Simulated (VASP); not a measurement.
Na2S:

```
Na S
1.0
     0.00000    3.28401    3.28401
     3.28401    0.00000    3.28401
     3.28401    3.28401    0.00000
Na S
2 1
Direct
  0.25000 0.25000 0.25000
  0.75000 0.75000 0.75000
  0.00000 0.00000 0.00000
```

```yaml
Program: VASP 6.6.1
Task: relaxation of cell and atoms
Functional: LDA
Potentials_or_basis: VASP PAW LDA potentials, release 64 (Na_pv, S)
Cutoff: 500 eV
k_mesh: 6 × 6 × 6
Occupations: fermi-dirac, width 0.02 eV
Spin: no spin polarisation
```

At the start: pressure -2.4 GPa; volume 23.61 Å³/atom.

How do energy, volume and symmetry change on relaxing?

Over 4 steps the energy falls by 15.3 meV/atom and the volume is 21.70 Å³/atom (-8.1 %); space group Fm-3m (No. 225, to 0.1 Å) before and after.

The path:
```
step  energy change (eV)  largest force (eV/Å)  pressure (GPa)  volume (Å³)
   1              0.0000                0.0000           -2.39        70.83
   2             -0.0387                0.0000           -1.04        67.28
   3             -0.0459                0.0000           -0.07        65.25
   4             -0.0460                0.0000            0.01        65.10
```

Final structure:
```
Na S
1.0
     0.00000    3.19295    3.19295
     3.19295    0.00000    3.19295
     3.19295    3.19295    0.00000
Na S
2 1
Direct
  0.25000 0.25000 0.25000
  0.75000 0.75000 0.75000
  0.00000 0.00000 0.00000
```
